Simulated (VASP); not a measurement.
Input of a VASP 6.6.1 run:

INCAR

```
  PREC = Accurate
  ENCUT = 600
  EDIFF = 1E-8
  ISMEAR = -1
  SIGMA = 0.05
  LREAL = False
  LASPH = True
  NELM = 120
  ALGO = Normal
  ISIF = 3
  LWAVE = False
  LCHARG = False
  NBANDS = 16
  IBRION = 6
  NFREE = 2
  POTIM = 0.015
  NSW = 1
  GGA_COMPAT = False
```

File KPOINTS:

```
regular mesh
0
Gamma
  7 7 7
```

POSCAR

```
ZnO
1.0
    2.6882100000      0.0000000000      0.0000000000
    0.0000000000      2.6882100000      0.0000000000
    0.0000000000      0.0000000000      2.6882100000
Zn O
1 1
Direct
    0.0000000000      0.0000000000      0.0000000000
    0.5000000000      0.5000000000      0.5000000000
```

Potentials or basis: VASP PAW LDA potentials, release 64 (Zn, O).

Run with:

```console
$ cat potpaw_LDA.64/Zn/POTCAR potpaw_LDA.64/O/POTCAR > POTCAR
$ mpirun -np 1 vasp_std > vasp.out
```

**Question.** Predict the elastic constants C11, C12, C44.

**Answer.** 398, 28, -72 GPa.

**Question.** What does it give for the Voigt bulk modulus?

**Answer.** 151 GPa.

**Question.** Predict the highest phonon frequency at Γ, LO-TO splitting left out.

**Answer.** 0 cm⁻¹.

Phonon frequencies in cm⁻¹ (negative: imaginary):
```csv
q point,frequencies
"(0.000, 0.000, 0.000)",-176 -176 -176 0 0 0
```

Caveat: the cell is under stress, which shifts elastic constants; some modes are imaginary; the elastic tensor has a negative eigenvalue, so either the cell is unstable as it stands or the mesh is too thin.
